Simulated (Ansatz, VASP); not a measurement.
One calculation of ScGaSe, two programs

```
CELL_PARAMETERS angstrom
4.57326 0.00000 0.00000
-2.28663 3.96056 0.00000
0.00000 0.00000 3.38542
ATOMIC_POSITIONS crystal
Sc 0.66667 0.33333 0.00000
Ga 0.00000 0.00000 0.50000
Se 0.33333 0.66667 0.50000
```

Change from the starting cell: species swapped into the CaGaSi type (P-6m2, No. 187).

Alike in both runs: functional PBE; k mesh 12 × 12 × 10; occupations gaussian, width 0.1 eV; no spin polarisation.

Ansatz relaxed the structure, and its values are those at the end. VASP's run is a single point on that final structure, the one shown.

```csv
,VASP,Ansatz
version,VASP 6.6.1,Ansatz 0.2.0
potentials or method,"VASP PAW PBE potentials, release 64 (Sc_sv, Ga_d, Se), cutoff 520 eV","scalar-relativistic, plane waves, PAW"
valence electrons in the cell,30,40
```

Ansatz gave:

- gap on the k mesh at the Fermi level (eV): none
- pressure (GPa): 0.0

Task: Which values does VASP return?

Result: gap on the k mesh at the Fermi level (eV): none; pressure (GPa): 0.1.

A gap of «none» marks a metal or a gap that the smearing closes. VASP's potentials hold 30 valence electrons a cell and Ansatz's 40, so a difference there can come from the potentials and not from the codes.
